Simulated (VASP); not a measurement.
Here is a VASP 6.6.1 calculation.

INCAR

```
SYSTEM = LuH2
PREC = Accurate
ENCUT = 600
EDIFF = 1E-6
ISMEAR = -1
SIGMA = 0.1
LREAL = .FALSE.
LASPH = .TRUE.
NELM = 80
ALGO = Normal
ISIF = 3
LWAVE = .FALSE.
LCHARG = .FALSE.
GGA = B5
ALDAX = 1.0
AGGAX = 1.0
AGGAC = 1.0
ALDAC = 0.0
IVDW = 12
VDW_S6 = 1.0
VDW_S8 = 2.6996
VDW_A1 = 0.4298
VDW_A2 = 4.2359
IBRION = 2
NSW = 80
EDIFFG = -0.01
```

File KPOINTS:

```
regular mesh
0
G
  7 7 7
  0 0 0
```

Contents of POSCAR:

```
LuH2
1.0
    0.0000000000      2.5165000000      2.5165000000
    2.5165000000      0.0000000000      2.5165000000
    2.5165000000      2.5165000000      0.0000000000
Lu H
1 2
Direct
    0.0000000000      0.0000000000      0.0000000000
    0.2500000000      0.2500000000      0.2500000000
    0.7500000000      0.7500000000      0.7500000000
```

Potentials or basis: VASP PAW PBE potentials, release 64 (Lu, H).

Run with:

```bash
$ cat potpaw_PBE.64/Lu/POTCAR potpaw_PBE.64/H/POTCAR > POTCAR
$ mpirun -np 1 vasp_std > vasp.out
```

**Question.** What does it give for the space group after relaxing (to 0.05 Å)?

**Answer.** Fm-3m (No. 225).

**Question.** Estimate the relaxed cell.

**Answer.** a = 3.503 Å, b = 3.503 Å, c = 3.503 Å, α = 60.00°, β = 60.00°, γ = 60.00°.

**Question.** Estimate the relaxed volume.

**Answer.** 10.13 Å³/atom.

Final structure:
```yaml
crystal:
  lattice:
    - [0.00000, 2.47669, 2.47669]
    - [2.47669, 0.00000, 2.47669]
    - [2.47669, 2.47669, 0.00000]
  atoms:
    - { symbol: Lu, position: [0.00000, 0.00000, 0.00000] }
    - { symbol: H, position: [0.25000, 0.25000, 0.25000] }
    - { symbol: H, position: [0.75000, 0.75000, 0.75000] }
```

Caveat: the PAW data sets were made with another functional, which shifts forces and pressure a little; pairwise dispersion overbinds metals, which lowers pressure and volume.
